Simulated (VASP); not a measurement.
Here is a VASP 6.6.1 calculation.

File INCAR:

```
SYSTEM = BaZrO3
ALGO = Normal
EDIFF = 1E-6
ENCUT = 520
ISIF = 2
ISMEAR = 0
LASPH = .True.
LCHARG = .False.
LREAL = .False.
LWAVE = .False.
NBANDS = 28
NELM = 100
PREC = Accurate
SIGMA = 0.05
```

File KPOINTS:

```
k-points
0
Gamma
  6 6 6
  0 0 0
```

The input POSCAR:

```
BaZrO3
1.0
    3.6912343136      0.0000000000      0.0000000000
    0.0000000000      3.9193442992      0.0000000000
    0.0000000000      0.0000000000      4.1474542849
Ba Zr O
1 1 3
Direct
    0.5000000000      0.5000000000      0.5000000000
    0.0000000000      0.0000000000      0.0000000000
    0.5000000000      0.0000000000      0.0000000000
    0.0000000000      0.5000000000      0.0000000000
    0.0000000000      0.0000000000      0.5000000000
```

Potentials or basis: VASP PAW LDA potentials, release 64 (Ba_sv, Zr_sv, O).

The run is started by

```console
$ cat potpaw_LDA.64/Ba_sv/POTCAR potpaw_LDA.64/Zr_sv/POTCAR potpaw_LDA.64/O/POTCAR > POTCAR
$ mpirun -np 1 vasp_std > vasp.out
```

(1) Estimate the band gap on the k mesh.

(2) Predict the pressure.

Answers

(1) 2.20 eV.

(2) 51.8 GPa.

Caveat: the cell differs from its parent crystal (normal strain along x -0.1100, normal strain along y -0.0550); the cell stands under pressure; spin-orbit coupling is left out, which moves the levels of the heavy elements.
